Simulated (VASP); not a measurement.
# PbSe (P6_3mc) in VASP: relaxation of cell and atoms with PBE

Aim: the relaxation of cell and atoms of PbSe with PBE.

Program: VASP 6.6.1. These are calculated values, not measurements. Logs are shortened: lines on timing, memory, paths and dates and some standing lists are left out, and cuts for length are marked.

## (1) The cell of the first run

Symmetry: P6_3mc, No. 186, hexagonal system. Conventional cell: a = 4.311 Å, b = 4.311 Å, c = 7.041 Å, α = 90.00°, β = 90.00°, γ = 120.00°. Pb (site symmetry 3m) has 4 Se at 2.64 Å within 3.5 Å. Se (site symmetry 3m) has 4 Pb at 2.64 Å within 3.5 Å.

## (2) Relaxation of cell and atoms, PBE

Contents of INCAR:

```
PREC = Accurate
ENCUT = 600
EDIFF = 1E-6
ISMEAR = -1
SIGMA = 0.02
LREAL = F
LASPH = T
NELM = 100
ALGO = Normal
ISIF = 3
LWAVE = F
LCHARG = F
GGA = PE
IBRION = 2
NSW = 80
EDIFFG = -0.005
```

Contents of KPOINTS:

```
regular mesh
0
Gamma
  6 6 4
```

Contents of POSCAR:

```
PbSe
1.0
    4.3114285459      0.0000000000      0.0000000000
   -2.1557142730      3.7338066474      0.0000000000
    0.0000000000      0.0000000000      7.0405628155
Pb Se
2 2
Direct
    0.3333333333      0.6666666667      0.0000000000
    0.6666666667      0.3333333333      0.5000000000
    0.3333333333      0.6666666667      0.3750000000
    0.6666666667      0.3333333333      0.8750000000
```

Potentials or basis: VASP PAW PBE potentials, release 64 (Pb_d, Se).

Started as:

```console
> cat potpaw_PBE.64/Pb_d/POTCAR potpaw_PBE.64/Se/POTCAR > POTCAR
> mpirun -np 1 vasp_std > vasp.out
```

OUTCAR:

```text
PREC = Accurate
   ENCUT = 600
   EDIFF = 1E-6
   ISMEAR = -1
   LREAL = F
   LASPH = T
   NELM = 100
   ISIF = 3
   GGA = PE
   IBRION = 2
   NSW = 80
   EDIFFG = -0.005

 ion  position               nearest neighbor table
   1  0.333  0.667  0.000-   4 2.64   4 2.64   4 2.64   3 2.64
   2  0.667  0.333  0.500-   3 2.64   3 2.64   3 2.64   4 2.64
   3  0.333  0.667  0.375-   2 2.64   2 2.64   2 2.64   1 2.64
   4  0.667  0.333  0.875-   1 2.64   1 2.64   1 2.64   2 2.64

  LATTYP: Found a hexagonal cell.
 ALAT       =     4.3114285459
 C/A-ratio  =     1.6330000000

  Lattice vectors:

 A1 = (   4.3114285459,   0.0000000000,   0.0000000000)
 A2 = (  -2.1557142730,   3.7338066474,   0.0000000000)
 A3 = (   0.0000000000,   0.0000000000,   7.0405628155)

Analysis of symmetry for initial positions (statically):
=====================================================================
 Subroutine PRICEL returns:
 Original cell was already a primitive cell.

 Routine SETGRP: Setting up the symmetry group for a
 hexagonal supercell.

 Subroutine GETGRP returns: Found 12 space group operations
 (whereof  6 operations were pure point group operations)
 out of a pool of 24 trial point group operations.

The static configuration has the point symmetry C_3v.
 The point group associated with its full space group is C_6v.

Analysis of symmetry for dynamics (positions and initial velocities):
=====================================================================
 Subroutine PRICEL returns:
 Original cell was already a primitive cell.

 Routine SETGRP: Setting up the symmetry group for a
 hexagonal supercell.

 Subroutine GETGRP returns: Found 12 space group operations
 (whereof  6 operations were pure point group operations)
 out of a pool of 24 trial point group operations.

The dynamic configuration has the point symmetry C_3v.
 The point group associated with its full space group is C_6v.

 Subroutine INISYM returns: Found 12 space group operations
 (whereof  6 operations are pure point group operations),
 and found     1 'primitive' translations

----------------------------------------------------------------------------------------

                                     Primitive cell

  volume of cell :     113.3393

  direct lattice vectors                    reciprocal lattice vectors
     4.311428546  0.000000000  0.000000000     0.231941685  0.133911594  0.000000000
    -2.155714273  3.733806647  0.000000000     0.000000000  0.267823188  0.000000000
     0.000000000  0.000000000  7.040562816     0.000000000  0.000000000  0.142034100

  length of vectors
     4.311428546  4.311428546  7.040562816     0.267823188  0.267823188  0.142034100

  position of ions in fractional coordinates (direct lattice)
     0.333333333  0.666666667  0.000000000
     0.666666667  0.333333333  0.500000000
     0.333333333  0.666666667  0.375000000
     0.666666667  0.333333333  0.875000000

  ion indices of the primitive-cell ions
   primitive index   ion index
                 1           1
                 2           2
                 3           3
                 4           4

----------------------------------------------------------------------------------------

 KPOINTS: regular mesh

Automatic generation of k-mesh.
 Grid dimensions read from file:
 generate k-points for:    6    6    4

 Generating k-lattice:

  Cartesian coordinates                     Fractional coordinates (reciprocal lattice)
     0.038656947  0.022318599  0.000000000     0.166666667 -0.000000000  0.000000000
     0.000000000  0.044637198  0.000000000     0.000000000  0.166666667  0.000000000
     0.000000000  0.000000000  0.035508525     0.000000000  0.000000000  0.250000000

  Length of vectors
     0.044637198  0.044637198  0.035508525

  Shift w.r.t. Gamma in fractional coordinates (k-lattice)
     0.000000000  0.000000000  0.000000000

 Subroutine IBZKPT returns following result:
 ===========================================

 Found     21 irreducible k-points:

 Following reciprocal coordinates:
            Coordinates               Weight
  0.000000  0.000000  0.000000      1.000000
  0.166667  0.000000  0.000000      6.000000
  0.333333  0.000000  0.000000      6.000000
  0.500000  0.000000  0.000000      3.000000
  0.166667  0.166667  0.000000      6.000000
  0.333333  0.166667  0.000000     12.000000
[... 13 lines left out ...]
  0.333333  0.166667  0.500000     12.000000
  0.333333  0.333333  0.500000      2.000000
   k-points           NKPTS =     21   k-points in BZ     NKDIM =     21   number of bands    NBANDS=     24
   number of dos      NEDOS =    301   number of ions     NIONS =      4
   total plane-waves  NPLWV =  72576
   dimension x,y,z NGX =    36 NGY =   36 NGZ =   56
   dimension x,y,z NGXF=    72 NGYF=   72 NGZF=  112
   ions per type =               2   2
   NGX,Y,Z   is equivalent  to a cutoff of  13.88, 13.88, 13.22 a.u.
   NGXF,Y,Z  is equivalent  to a cutoff of  27.76, 27.76, 26.45 a.u.
 SYSTEM =  unknown system
   PREC   = accura    normal or accurate (medium, high low for compatibility)
   ISTART =      0    job   : 0-new  1-cont  2-samecut
   ICHARG =      2    charge: 1-file 2-atom 10-const
   ISPIN  =      1    spin polarized calculation?
   LNONCOLLINEAR =      F non collinear calculations
   LSORBIT =      F    spin-orbit coupling
   LASPH  =      T    aspherical Exc in radial PAW
   ENCUT  =  600.0 eV  44.10 Ry    6.64 a.u.   8.61  8.61 14.06*2*pi/ulx,y,z
   NELM   =    100;   NELMIN=  2; NELMDL= -5     # of ELM steps
   EDIFF  = 0.1E-05   stopping-criterion for ELM
   LREAL  =      F    real-space projection
   EDIFFG = -.5E-02   stopping-criterion for IOM
   NSW    =     80    number of steps for IOM
   IBRION =      2    ionic relax: 0-MD 1-quasi-New 2-CG
   NFREE  =      1    steps in history (QN), initial steepest desc. (CG)
   ISIF   =      3    stress and relaxation
   ISYM   =      2    0-nonsym 1-usesym 2-fastsym
   POTIM  = 0.5000    time-step for ionic-motion
   TEBEG  =    0.0;   TEEND  =   0.0 temperature during run
   PSTRESS=    0.0 pullay stress
   NELECT =      40.0000    total number of electrons
   NUPDOWN=      -1.0000    fix difference up-down
   EMIN   =  10.00;   EMAX   =-10.00  energy-range for DOS
   EFERMI =   0.00;   METHOD = LEGACY
   ISMEAR =    -1;   SIGMA  =   0.02  broadening in eV -4-tet -1-fermi 0-gaus
   EFERMI_NEDOS =   21; number of points for ismear=-14 and -15
   IALGO  =     38    algorithm
   IMIX   =      4    mixing-type and parameters
     AMIX     =   0.40;   BMIX     =  1.00
     AMIX_MAG =   1.60;   BMIX_MAG =  1.00
  volume/ion in A,a.u.               =      28.33       191.21
  Fermi-wavevector in a.u.,A,eV,Ry     =   1.156915  2.186252 18.210742  1.338452
  Thomas-Fermi vector in A             =   2.293531
   LORBIT       =      0    0 simple, 1 ext, 2 COOP (PROOUT), +10 PAW based schemes
   GGA     = PE    functional components
   LHFCALC =     F    Hartree Fock is set to
   AEXX    =    0.0000 exact exchange contribution
   IVDW    =     0    specifies the selected vdW correction
   LEPSILON=     F    determine dielectric tensor
   LRPA    =     F    only Hartree local field effects (RPA)
 conjugate gradient relaxation of ions
 non-spin polarized calculation
  energy-cutoff  :      600.00
  volume of cell :      113.34
 maximum number of plane-waves:      3805
 NGX is ok and might be reduce to    36
   NGX = 17   NGY = 17   NGZ = 29

--------------------------------------- Ionic step        1  -------------------------------------------

 number of electron      40.0000006 magnetization

 Free energy of the ion-electron system (eV)
  ---------------------------------------------------
  ext. energy  EPLUGINS =         0.00000000
  ---------------------------------------------------
  free energy    TOTEN  =       -13.21158751 eV

  energy without entropy =      -13.21158751  energy(sigma->0) =      -13.21158751

 E-fermi :   6.5041     XC(G=0):  -9.3072

 val. band max:        6.1065559719   @ k =   0.3333   0.3333   0.0000
 cond. band min:       6.8873900418   @ k =   0.3333   0.3333   0.0000
 fundamental gap:      0.7808340700
 Fermi energy:         6.5040753778

 k-point     1 :       0.0000    0.0000    0.0000
  band No.  band energies     occupation
      1     -11.6939      2.00000
      2     -11.5032      2.00000
      3     -11.4947      2.00000
      4     -11.4947      2.00000
      5     -11.4729      2.00000
      6     -11.4729      2.00000
[... 16 lines left out ...]
     23       7.8570      0.00000
     24       9.0465      0.00000
[... 636 lines left out ...]
 POSITION                                       TOTAL-FORCE (eV/Angst)
 -----------------------------------------------------------------------------------
     -0.00000      2.80714      0.00299        -0.000000      0.000000     -0.034108
      2.43106      1.40357      3.93895        -0.000000     -0.000000     -0.034108
     -0.00000      2.80714      2.94898         0.000000      0.000000      0.034108
      2.43106      1.40357      6.88495         0.000000     -0.000000      0.034108
 -----------------------------------------------------------------------------------
    total drift:                               -0.000000      0.000000      0.000404

  FREE ENERGIE OF THE ION-ELECTRON SYSTEM (eV)
  ---------------------------------------------------
  free  energy   TOTEN  =       -15.8431716428 eV

  energy  without entropy=      -15.8431716428  energy(sigma->0) =      -15.84317164

[... ionic steps 4 to 53 ...]

--------------------------------------- Ionic step       54  -------------------------------------------

 number of electron      40.0000005 magnetization

------------------------ aborting loop because EDIFF is reached ----------------------------------------

  FORCE on cell =-STRESS in cart. coord.  units (eV):
  Direction    XX          YY          ZZ          XY          YZ          ZX
  --------------------------------------------------------------------------------------
  -------------------------------------------------------------------------------------
  Total       -0.0225570     -0.0225570      0.0251469      0.0000000      0.0000000     -0.0000000
  in kB       -0.2453133     -0.2453133      0.2734790      0.0000000      0.0000000     -0.0000000
  external PRESSURE =      -0.0723825 kB  Pullay stress =       0.0000000 kB

 VOLUME and BASIS-vectors are now :
 -----------------------------------------------------------------------------
  energy-cutoff  :      600.00
  volume of cell :      147.32
      direct lattice vectors                 reciprocal lattice vectors
     5.209139066 -0.000000000 -0.000000000     0.191970302  0.110834106  0.000000000
    -2.604569533  4.511246764 -0.000000000     0.000000000  0.221668211  0.000000000
    -0.000000000 -0.000000000  6.269149855     0.000000000  0.000000000  0.159511261
[... 39 lines left out ...]
 POSITION                                       TOTAL-FORCE (eV/Angst)
 -----------------------------------------------------------------------------------
     -0.00000      3.00758      5.91303         0.000000      0.000000     -0.005327
      2.60464      1.50379      2.77837         0.000000      0.000000     -0.005327
     -0.00000      3.00758      2.70727        -0.000000     -0.000000      0.005327
      2.60464      1.50379      5.84193        -0.000000     -0.000000      0.005327
 -----------------------------------------------------------------------------------
    total drift:                               -0.000000     -0.000000      0.002901

  FREE ENERGIE OF THE ION-ELECTRON SYSTEM (eV)
  ---------------------------------------------------
  free  energy   TOTEN  =       -16.0740672381 eV

  energy  without entropy=      -16.0740672381  energy(sigma->0) =      -16.07406724

--------------------------------------- Ionic step       56  -------------------------------------------

 number of electron      40.0000005 magnetization

 Free energy of the ion-electron system (eV)
  ---------------------------------------------------
  ext. energy  EPLUGINS =         0.00000000
  ---------------------------------------------------
  free energy    TOTEN  =       -16.07407918 eV

  energy without entropy =      -16.07407918  energy(sigma->0) =      -16.07407918

 E-fermi :   3.3217     XC(G=0):  -8.1205

 val. band max:        2.8497824092   @ k =   0.3333   0.3333   0.5000
 cond. band min:       4.0579883424   @ k =   0.3333   0.3333   0.5000
 fundamental gap:      1.2082059333
 Fermi energy:         3.3217147153

 k-point     1 :       0.0000    0.0000    0.0000
  band No.  band energies     occupation
      1     -13.9473      2.00000
      2     -13.8780      2.00000
      3     -13.8780      2.00000
      4     -13.8778      2.00000
      5     -13.8778      2.00000
      6     -13.8745      2.00000
[... 16 lines left out ...]
     23       6.0599      0.00000
     24       6.0599      0.00000
[... 560 lines left out ...]
 POSITION                                       TOTAL-FORCE (eV/Angst)
 -----------------------------------------------------------------------------------
     -0.00000      3.00782      5.91286         0.000000     -0.000000     -0.004753
      2.60485      1.50391      2.77796         0.000000     -0.000000     -0.004753
     -0.00000      3.00782      2.70810        -0.000000      0.000000      0.004753
      2.60485      1.50391      5.84300        -0.000000      0.000000      0.004753
 -----------------------------------------------------------------------------------
    total drift:                               -0.000000     -0.000000      0.002730

  FREE ENERGIE OF THE ION-ELECTRON SYSTEM (eV)
  ---------------------------------------------------
  free  energy   TOTEN  =       -16.0740791762 eV

  energy  without entropy=      -16.0740791762  energy(sigma->0) =      -16.07407918

 reached required accuracy - stopping structural energy minimisation
```

Run time: 20 min. Hardware: 1 thread of AMD EPYC 9R45 (Zen 5), shared host; peak memory 0.27 GiB.

What came out:

```
Free energy                            : -16.0741 eV
Relaxed volume                         : 36.84 Å³/atom
Relaxed cell                           : a = 5.210 Å, b = 5.210 Å, c = 6.270 Å, α = 90.00°, β = 90.00°, γ = 120.00°
Space group after relaxing (to 0.05 Å) : P6_3mc (No. 186)
Energy gained by relaxing              : 715.6 meV/atom
Ionic steps                            : 56
Pressure after relaxing                : 0.0 GPa
Largest force after relaxing           : 0.005 eV/Å
Band gap on the k mesh                 : 1.21 eV, direct
```

Forces on the atoms (eV/Å):
```
Pb   0.000  0.000 -0.005
Pb   0.000  0.000 -0.005
Se   0.000  0.000  0.005
Se   0.000  0.000  0.005
```

The path:
| step | energy change (eV) | largest force (eV/Å) | pressure (GPa) | volume (Å³) |
| --- | --- | --- | --- | --- |
| 1 | 0.0000 | 0.0812 | 23.48 | 113.34 |
| 3 | -2.6316 | 0.0341 | 0.19 | 161.16 |
| 5 | -2.6341 | 0.0484 | -0.05 | 162.47 |
| 7 | -2.6465 | 0.2094 | 0.01 | 162.14 |
| 9 | -2.6476 | 0.2879 | 0.06 | 161.95 |
| 11 | -2.6507 | 0.2951 | 0.04 | 161.98 |
| 13 | -2.6643 | 0.3355 | -0.06 | 162.04 |
| 15 | -2.6768 | 0.6077 | -0.33 | 161.21 |
| 17 | -2.6900 | 0.4913 | -0.33 | 161.60 |
| 19 | -2.7300 | 0.4023 | -0.81 | 160.52 |
| 21 | -2.7239 | 0.4292 | -0.80 | 160.27 |
| 23 | -2.8152 | 0.1700 | -0.64 | 155.17 |
| 25 | -2.8500 | 0.0103 | 0.07 | 148.71 |
| 27 | -2.8585 | 0.0415 | 0.29 | 147.04 |
| 29 | -2.8603 | 0.0289 | 0.00 | 147.94 |
| 31 | -2.8609 | 0.0181 | -0.06 | 148.11 |
| 33 | -2.8611 | 0.0147 | 0.01 | 147.72 |
| 35 | -2.8613 | 0.0164 | 0.05 | 147.53 |
| 37 | -2.8616 | 0.0173 | 0.05 | 147.42 |
| 39 | -2.8620 | 0.0092 | -0.07 | 147.73 |
| 41 | -2.8624 | 0.0045 | 0.00 | 147.29 |
| 43 | -2.8624 | 0.0056 | 0.00 | 147.36 |
| 45 | -2.8625 | 0.0050 | 0.01 | 147.30 |
| 47 | -2.8625 | 0.0067 | 0.02 | 147.25 |
| 49 | -2.8625 | 0.0055 | 0.01 | 147.27 |
| 51 | -2.8625 | 0.0055 | 0.01 | 147.29 |
| 53 | -2.8625 | 0.0067 | -0.02 | 147.35 |
| 55 | -2.8625 | 0.0053 | 0.00 | 147.33 |
| 56 | -2.8625 | 0.0048 | -0.01 | 147.37 |

Final structure:
```yaml
crystal:
  lattice:
    - [5.20970, 0.00000, 0.00000]
    - [-2.60485, 4.51173, 0.00000]
    - [0.00000, 0.00000, 6.26979]
  atoms:
    - { symbol: Pb, position: [0.33333, 0.66667, 0.94307] }
    - { symbol: Pb, position: [0.66667, 0.33333, 0.44307] }
    - { symbol: Se, position: [0.33333, 0.66667, 0.43193] }
    - { symbol: Se, position: [0.66667, 0.33333, 0.93193] }
```

Caveat: the volume moved by over 15 % at a fixed basis, so the end points are rough; spin-orbit coupling is left out, which moves the levels of the heavy elements.
